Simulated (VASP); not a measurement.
# Ni (P6_3/mmc) in VASP: notebook

The runs below take Ni through single point, with BLYP.

Everything below comes from runs of VASP 6.6.1. Logs are shortened: lines on timing, memory, paths and dates and some standing lists are left out, and cuts for length are marked.

## (1) The cell of the first run

The structure is hexagonal, space group P6_3/mmc (No. 194). Conventional cell: a = 2.526 Å, b = 2.526 Å, c = 4.156 Å, α = 90.00°, β = 90.00°, γ = 120.00°. Within 3.3 Å of Ni (site symmetry -6m2) lie 12 Ni at 2.53 to 2.54 Å.

This isn't the form of Ni at room conditions, which is fcc.

## (2) Single point, BLYP, collinear spin, ferromagnetic start

File INCAR:

```
SYSTEM = Ni
PREC = Accurate ; ENCUT = 520
EDIFF = 1E-6 ; ISMEAR = -1
SIGMA = 0.05 ; LREAL = .False.
LASPH = .True. ; NELM = 150
ALGO = Normal ; ISIF = 2
LWAVE = .False. ; LCHARG = .False.
ISPIN = 2 ; MAGMOM = 0.666 0.666
LORBIT = 11 ; LMAXMIX = 4
GGA = B5 ; ALDAX = 1.0
AGGAX = 1.0 ; AGGAC = 1.0
ALDAC = 0.0 ; NBANDS = 21
```

File KPOINTS:

```
regular mesh
0
Gamma
  23 23 13
  0 0 0
```

File POSCAR:

```
Ni
1.0
    2.5261279441      0.0000000000      0.0000000000
   -1.2630639720      2.1876909728      0.0000000000
    0.0000000000      0.0000000000      4.1563637448
Ni
2
Direct
    0.3333333333      0.6666666667      0.2500000000
    0.6666666667      0.3333333333      0.7500000000
```

Potentials or basis: VASP PAW PBE potentials, release 64 (Ni).

Launch:

```console
cat potpaw_PBE.64/Ni/POTCAR > POTCAR
mpirun -np 1 vasp_std > vasp.out
```

OUTCAR:

```text
SYSTEM = Ni
   PREC = Accurate
   ENCUT = 520
   EDIFF = 1E-6
   ISMEAR = -1
   LREAL = .False.
   LASPH = .True.
   NELM = 150
   ISIF = 2
   ISPIN = 2
   LORBIT = 11
   GGA = B5

 ion  position               nearest neighbor table
   1  0.333  0.667  0.250-   2 2.54   2 2.54   2 2.54   2 2.54   2 2.54   2 2.54
   2  0.667  0.333  0.750-   1 2.54   1 2.54   1 2.54   1 2.54   1 2.54   1 2.54

  LATTYP: Found a hexagonal cell.
 ALAT       =     2.5261279441
 C/A-ratio  =     1.6453496564

  Lattice vectors:

 A1 = (   2.5261279441,   0.0000000000,   0.0000000000)
 A2 = (  -1.2630639720,   2.1876909728,   0.0000000000)
 A3 = (   0.0000000000,   0.0000000000,   4.1563637448)

Analysis of symmetry for initial positions (statically):
=====================================================================
 Subroutine PRICEL returns:
 Original cell was already a primitive cell.

 Routine SETGRP: Setting up the symmetry group for a
 hexagonal supercell.

 Subroutine GETGRP returns: Found 24 space group operations
 (whereof 12 operations were pure point group operations)
 out of a pool of 24 trial point group operations.

The static configuration has the point symmetry D_3d.
 The point group associated with its full space group is D_6h.

Analysis of symmetry for dynamics (positions and initial velocities):
=====================================================================
 Subroutine PRICEL returns:
 Original cell was already a primitive cell.

 Routine SETGRP: Setting up the symmetry group for a
 hexagonal supercell.

 Subroutine GETGRP returns: Found 24 space group operations
 (whereof 12 operations were pure point group operations)
 out of a pool of 24 trial point group operations.

The dynamic configuration has the point symmetry D_3d.
 The point group associated with its full space group is D_6h.

Analysis of structural, dynamic, and magnetic symmetry:
=====================================================================
 Subroutine PRICEL returns:
 Original cell was already a primitive cell.

 Routine SETGRP: Setting up the symmetry group for a
 hexagonal supercell.

 Subroutine GETGRP returns: Found 24 space group operations
 (whereof 12 operations were pure point group operations)
 out of a pool of 24 trial point group operations.

The overall configuration has the point symmetry D_3d.
 The point group associated with its full space group is D_6h.

 Subroutine INISYM returns: Found 24 space group operations
 (whereof 12 operations are pure point group operations),
 and found     1 'primitive' translations

----------------------------------------------------------------------------------------

                                     Primitive cell

  volume of cell :      22.9697

  direct lattice vectors                    reciprocal lattice vectors
     2.526127944  0.000000000  0.000000000     0.395862768  0.228551476  0.000000000
    -1.263063972  2.187690973  0.000000000     0.000000000  0.457102951  0.000000000
     0.000000000  0.000000000  4.156363745     0.000000000  0.000000000  0.240594919

  length of vectors
     2.526127944  2.526127944  4.156363745     0.457102951  0.457102951  0.240594919

  position of ions in fractional coordinates (direct lattice)
     0.333333333  0.666666667  0.250000000
     0.666666667  0.333333333  0.750000000

  ion indices of the primitive-cell ions
   primitive index   ion index
                 1           1
                 2           2

----------------------------------------------------------------------------------------

 KPOINTS: regular mesh

Automatic generation of k-mesh.
 Grid dimensions read from file:
 generate k-points for:   23   23   13

 Generating k-lattice:

  Cartesian coordinates                     Fractional coordinates (reciprocal lattice)
     0.017211425  0.009937021  0.000000000     0.043478261  0.000000000  0.000000000
     0.000000000  0.019874041  0.000000000     0.000000000  0.043478261  0.000000000
     0.000000000  0.000000000  0.018507301     0.000000000  0.000000000  0.076923077

  Length of vectors
     0.019874041  0.019874041  0.018507301

  Shift w.r.t. Gamma in fractional coordinates (k-lattice)
     0.000000000  0.000000000  0.000000000

 Subroutine IBZKPT returns following result:
 ===========================================

 Found    392 irreducible k-points:

 Following reciprocal coordinates:
            Coordinates               Weight
  0.000000  0.000000  0.000000      1.000000
  0.043478 -0.000000  0.000000      6.000000
  0.086957 -0.000000  0.000000      6.000000
  0.130435  0.000000  0.000000      6.000000
  0.173913  0.000000  0.000000      6.000000
  0.217391  0.000000  0.000000      6.000000
[... 16 lines left out ...]
  0.478261  0.043478  0.000000      6.000000
  0.086957  0.086957  0.000000      6.000000
 [... further k-points ...]
   k-points           NKPTS =    392   k-points in BZ     NKDIM =    392   number of bands    NBANDS=     21
   number of dos      NEDOS =    301   number of ions     NIONS =      2
   total plane-waves  NPLWV =  12800
   dimension x,y,z NGX =    20 NGY =   20 NGZ =   32
   dimension x,y,z NGXF=    40 NGYF=   40 NGZF=   64
   ions per type =               2
   NGX,Y,Z   is equivalent  to a cutoff of  13.16, 13.16, 12.80 a.u.
   NGXF,Y,Z  is equivalent  to a cutoff of  26.32, 26.32, 25.60 a.u.
 SYSTEM =  Ni
   PREC   = accura    normal or accurate (medium, high low for compatibility)
   ISTART =      0    job   : 0-new  1-cont  2-samecut
   ICHARG =      2    charge: 1-file 2-atom 10-const
   ISPIN  =      2    spin polarized calculation?
   LNONCOLLINEAR =      F non collinear calculations
   LSORBIT =      F    spin-orbit coupling
   LASPH  =      T    aspherical Exc in radial PAW
   ENCUT  =  520.0 eV  38.22 Ry    6.18 a.u.   4.70  4.70  7.73*2*pi/ulx,y,z
   NELM   =    150;   NELMIN=  2; NELMDL= -5     # of ELM steps
   EDIFF  = 0.1E-05   stopping-criterion for ELM
   LREAL  =      F    real-space projection
   EDIFFG = 0.1E-04   stopping-criterion for IOM
   NSW    =      0    number of steps for IOM
   IBRION =     -1    ionic relax: 0-MD 1-quasi-New 2-CG
   NFREE  =      0    steps in history (QN), initial steepest desc. (CG)
   ISIF   =      2    stress and relaxation
   ISYM   =      2    0-nonsym 1-usesym 2-fastsym
   POTIM  = 0.5000    time-step for ionic-motion
   TEBEG  =    0.0;   TEEND  =   0.0 temperature during run
   PSTRESS=    0.0 pullay stress
   NELECT =      20.0000    total number of electrons
   NUPDOWN=      -1.0000    fix difference up-down
   EMIN   =  10.00;   EMAX   =-10.00  energy-range for DOS
   EFERMI =   0.00;   METHOD = LEGACY
   ISMEAR =    -1;   SIGMA  =   0.05  broadening in eV -4-tet -1-fermi 0-gaus
   EFERMI_NEDOS =   21; number of points for ismear=-14 and -15
   IALGO  =     38    algorithm
   IMIX   =      4    mixing-type and parameters
     AMIX     =   0.40;   BMIX     =  1.00
     AMIX_MAG =   1.60;   BMIX_MAG =  1.00
  volume/ion in A,a.u.               =      11.48        77.50
  Fermi-wavevector in a.u.,A,eV,Ry     =   1.563267  2.954147 33.249975  2.443804
  Thomas-Fermi vector in A             =   2.666064
   LORBIT       =     11    0 simple, 1 ext, 2 COOP (PROOUT), +10 PAW based schemes
   GGA     = B5    functional components
   LHFCALC =     F    Hartree Fock is set to
   AEXX    =    0.0000 exact exchange contribution
   IVDW    =     0    specifies the selected vdW correction
   LEPSILON=     F    determine dielectric tensor
   LRPA    =     F    only Hartree local field effects (RPA)
 spin polarized calculation
  energy-cutoff  :      520.00
  volume of cell :       22.97
 maximum number of plane-waves:       634
 NGX is ok and might be reduce to    20
   NGX =  9   NGY =  9   NGZ = 15

 number of electron      20.0000009 magnetization       1.2108269

 Free energy of the ion-electron system (eV)
  ---------------------------------------------------
  ext. energy  EPLUGINS =         0.00000000
  ---------------------------------------------------
  free energy    TOTEN  =        -9.18095437 eV

  energy without entropy =       -9.14263158  energy(sigma->0) =       -9.16179297

 E-fermi :   9.0919     XC(G=0): -12.3507

 val. band max:        9.0908384451   @ k =   0.3478   0.0435   0.3077
 cond. band min:       9.0920299767   @ k =   0.3913   0.0870   0.2308
 fundamental gap:      0.0011915316
 Fermi energy:         9.0918539512

 spin component 1

 k-point     1 :       0.0000    0.0000    0.0000
  band No.  band energies     occupation
      1       0.5861      1.00000
      2       4.5856      1.00000
      3       6.8031      1.00000
      4       6.9064      1.00000
      5       6.9064      1.00000
      6       7.1448      1.00000
[... 13 lines left out ...]
     20      34.3826      0.00000
     21      38.7976      0.00000
[... 529 lines left out ...]
 k-point    24 :       0.0870    0.0870    0.0000
  band No.  band energies     occupation
      1       1.3359      1.00000
      2       5.0085      1.00000
      3       6.5071      1.00000
      4       6.9058      1.00000
      5       6.9998      1.00000
      6       7.1290      1.00000
[... 13 lines left out ...]
     20      35.8430      0.00000
     21      36.2427      0.00000

 [... further k-points ...]

 spin component 2

 k-point     1 :       0.0000    0.0000    0.0000
  band No.  band energies     occupation
      1       0.5775      1.00000
      2       4.9772      1.00000
      3       7.4751      1.00000
      4       7.5416      1.00000
      5       7.5416      1.00000
      6       7.7963      1.00000
[... 13 lines left out ...]
     20      34.4764      0.00000
     21      38.8878      0.00000
[... 529 lines left out ...]
 k-point    24 :       0.0870    0.0870    0.0000
  band No.  band energies     occupation
      1       1.3292      1.00000
      2       5.4323      1.00000
      3       7.1200      1.00000
      4       7.3252      1.00000
      5       7.6334      1.00000
      6       7.8052      1.00000
[... 13 lines left out ...]
     20      35.9056      0.00000
     21      36.3928      0.00000

 [... further k-points ...]

------------------------ aborting loop because EDIFF is reached ----------------------------------------

  FORCE on cell =-STRESS in cart. coord.  units (eV):
  Direction    XX          YY          ZZ          XY          YZ          ZX
  --------------------------------------------------------------------------------------
  -------------------------------------------------------------------------------------
  Total       -0.0091703     -0.0091703      0.0275832     -0.0000000      0.0000000      0.0000000
  in kB       -0.6396484     -0.6396484      1.9239786     -0.0000000      0.0000000      0.0000000
  external PRESSURE =       0.2148940 kB  Pullay stress =       0.0000000 kB

 VOLUME and BASIS-vectors are now :
 -----------------------------------------------------------------------------
  energy-cutoff  :      520.00
  volume of cell :       22.97
      direct lattice vectors                 reciprocal lattice vectors
     2.526127944  0.000000000  0.000000000     0.395862768  0.228551476  0.000000000
    -1.263063972  2.187690973  0.000000000     0.000000000  0.457102951  0.000000000
     0.000000000  0.000000000  4.156363745     0.000000000  0.000000000  0.240594919

 POSITION                                       TOTAL-FORCE (eV/Angst)
 -----------------------------------------------------------------------------------
     -0.00000      1.45846      1.03909        -0.000000     -0.000000      0.000000
      1.26306      0.72923      3.11727         0.000000      0.000000      0.000000
 -----------------------------------------------------------------------------------
    total drift:                               -0.000000      0.000000     -0.000000

  FREE ENERGIE OF THE ION-ELECTRON SYSTEM (eV)
  ---------------------------------------------------
  free  energy   TOTEN  =        -9.1809543695 eV

  energy  without entropy=       -9.1426315805  energy(sigma->0) =       -9.16179297

 total charge

# of ion       s       p       d       tot
------------------------------------------
    1        0.478   0.437   8.352   9.266
    2        0.478   0.437   8.352   9.266
--------------------------------------------------
tot          0.955   0.874  16.703  18.533

 magnetization (x)

# of ion       s       p       d       tot
------------------------------------------
    1       -0.005  -0.022   0.645   0.618
    2       -0.005  -0.022   0.645   0.618
--------------------------------------------------
tot         -0.010  -0.043   1.290   1.236
```

Run time: 3.8 min. Hardware: 1 thread of Intel Xeon Platinum 8259CL at 2.50GHz (Skylake/Cascade Lake), shared host; peak memory 0.35 GiB.

Results:

| Item | Value |
| --- | --- |
| Free energy | -9.1810 eV |
| Pressure | 0.0 GPa |
| Net moment | 1.21 μB per cell |
| Site moments | Ni +0.62 μB |
| Valence electrons inside the program's atomic spheres | Ni 9.27 |

Levels at points of the mesh, in eV from the Fermi level:
Spin up:
| k point | band 7 | band 8 | band 9 | band 10 | band 11 | band 12 | band 13 | band 14 | band 15 | band 16 |
| --- | --- | --- | --- | --- | --- | --- | --- | --- | --- | --- |
| (0.00, 0.00, 0.00) | -1.95 | -1.55 | -1.55 | -0.68 | -0.68 | -0.05 | 5.22 | 22.62 | 23.55 | 23.55 |
Spin down:
| k point | band 7 | band 8 | band 9 | band 10 | band 11 | band 12 |
| --- | --- | --- | --- | --- | --- | --- |
| (0.00, 0.00, 0.00) | -1.30 | -0.93 | -0.93 | -0.07 | -0.02 | -0.02 |

Caveat: the PAW data sets were made with another functional, which shifts forces and pressure a little.

## (3) Single point, BLYP, collinear spin, antiferromagnetic start

File INCAR:

```
AGGAC = 1.0
AGGAX = 1.0
ALDAC = 0.0
ALDAX = 1.0
ALGO = Normal
EDIFF = 1E-6
ENCUT = 520
GGA = B5
ISIF = 2
ISMEAR = -1
ISPIN = 2
LASPH = True
LCHARG = False
LMAXMIX = 4
LORBIT = 11
LREAL = False
LWAVE = False
MAGMOM = 0.8 -0.8
NBANDS = 21
NELM = 150
PREC = Accurate
SIGMA = 0.05
```

File KPOINTS:

```
k-points
0
Gamma
  14 14 8
```

File POSCAR:

```
Ni
1.0
    2.5261281288      0.0000000000      0.0000000000
   -1.2630640644      2.1876911327      0.0000000000
    0.0000000000      0.0000000000      4.1563482310
Ni
2
Direct
    0.3333333333      0.6666666667      0.2500000000
    0.6666666667      0.3333333333      0.7500000000
```

Potentials or basis: VASP PAW PBE potentials, release 64 (Ni).

Launch:

```console
cat potpaw_PBE.64/Ni/POTCAR > POTCAR
mpirun -np 1 vasp_std > vasp.out
```

Run time: 3.1 min. Hardware: 1 thread of Intel Xeon 8259CL, shared host; peak memory 0.2 GiB.

Results (log left out):

| Quantity | Value |
| --- | --- |
| Free energy | -9.0910 eV |
| Pressure | -0.5 GPa |
| Band gap on the k mesh | zero (filled and empty bands overlap) |
| Net moment | 0.00 μB per cell |
| Site moments | Ni +0.24, -0.24 μB |
| Valence electrons inside the program's atomic spheres | Ni 9.27 |

Stress tensor (GPa, compression positive):
```
-0.88  0.00  0.00
 0.00 -0.88  0.00
 0.00  0.00  0.35
```

Levels at points of the mesh, in eV from the Fermi level:
Spin up:
| k point | band 7 | band 8 | band 9 | band 10 | band 11 | band 12 | band 13 | band 14 |
| --- | --- | --- | --- | --- | --- | --- | --- | --- |
| (0.00, 0.00, 0.00) | -1.36 | -1.04 | -1.04 | -0.14 | -0.14 | 0.12 | 5.61 | 22.74 |
| (0.50, 0.00, 0.00) | -1.36 | -0.16 | 0.02 | 0.20 | 1.61 | 3.31 | 9.34 | 9.68 |
| (0.00, 0.00, 0.50) | -1.60 | -1.60 | -0.46 | -0.46 | -0.37 | -0.37 | 14.04 | 14.11 |
| (0.50, 0.00, 0.50) | -0.49 | -0.28 | -0.13 | 0.20 | 1.83 | 1.86 | 6.76 | 6.82 |
Spin down:
```
           k point  band 8  band 9  band 10  band 11  band 12  band 13
(0.00, 0.00, 0.00)   -1.04   -1.04    -0.14    -0.14     0.12     5.61
(0.50, 0.00, 0.00)   -0.16    0.02     0.20     1.61     3.31     9.34
(0.00, 0.00, 0.50)   -1.60   -0.46    -0.46    -0.37    -0.37    14.04
(0.50, 0.00, 0.50)   -0.28   -0.13     0.20     1.83     1.86     6.76
```

Caveat: the PAW data sets were made with another functional, which shifts forces and pressure a little.

## (4) Single point, BLYP, collinear spin, ferromagnetic start (10.11 Å³/atom)

This run uses another cell than the first one, of 10.11 Å³/atom.

File INCAR:

```
PREC = Accurate
ENCUT = 520
EDIFF = 1E-6
ISMEAR = -1
SIGMA = 0.05
LREAL = False
LASPH = True
NELM = 150
ALGO = Normal
ISIF = 2
LWAVE = False
LCHARG = False
ISPIN = 2
MAGMOM = 0.657 0.657
LORBIT = 11
LMAXMIX = 4
GGA = B5
ALDAX = 1.0
AGGAX = 1.0
AGGAC = 1.0
ALDAC = 0.0
NBANDS = 21
```

File KPOINTS:

```
Automatic mesh
0
Gamma
  16 16 9
```

File POSCAR:

```
Ni
1.0
    2.4207480955      0.0000000000      0.0000000000
   -1.2103740478      2.0964293469      0.0000000000
    0.0000000000      0.0000000000      3.9829618894
Ni
2
Direct
    0.3333333333      0.6666666667      0.2500000000
    0.6666666667      0.3333333333      0.7500000000
```

Launch:

```console
cat potpaw_PBE.64/Ni/POTCAR > POTCAR
mpirun -np 1 vasp_std > vasp.out
```

Run time: 2.5 min. Hardware: 1 thread of Intel Xeon 8259CL, shared host; peak memory 0.2 GiB.

The run converged. Its results:

```yaml
Free_energy: -8.9588 eV
Pressure: 29.0 GPa
Net_moment: 1.12 μB per cell
Site_moments: Ni +0.56 μB
Valence_electrons_inside_the_program's_atomic_spheres: Ni 9.49
```

Stress tensor (GPa, compression positive):
```
28.77  0.00  0.00
 0.00 28.77  0.00
 0.00  0.00 29.33
```

Levels at points of the mesh, in eV from the Fermi level:
Spin up:
```csv
k point,band 7,band 8,band 9,band 10,band 11,band 12,band 13,band 14,band 15,band 16
"(0.00, 0.00, 0.00)",-2.19,-1.71,-1.71,-0.66,-0.66,-0.28,6.17,23.71,25.84,25.84
"(0.50, 0.00, 0.00)",-2.14,-0.53,-0.46,-0.40,1.42,3.44,9.93,10.49,13.30,14.24
```
Spin down:
| k point | band 5 | band 6 | band 7 | band 8 | band 9 | band 10 | band 11 | band 12 | band 13 | band 14 |
| --- | --- | --- | --- | --- | --- | --- | --- | --- | --- | --- |
| (0.00, 0.00, 0.00) | -1.89 | -1.58 | -1.58 | -1.13 | -1.13 | -0.30 | -0.04 | -0.04 | 6.54 | 23.62 |
| (0.50, 0.00, 0.00) | -1.99 | -1.94 | -1.55 | 0.14 | 0.17 | 0.29 | 1.84 | 3.78 | 10.06 | 10.61 |

Caveat: the cell stands under pressure; the PAW data sets were made with another functional, which shifts forces and pressure a little.

(Part 1 of 2 ends here.)
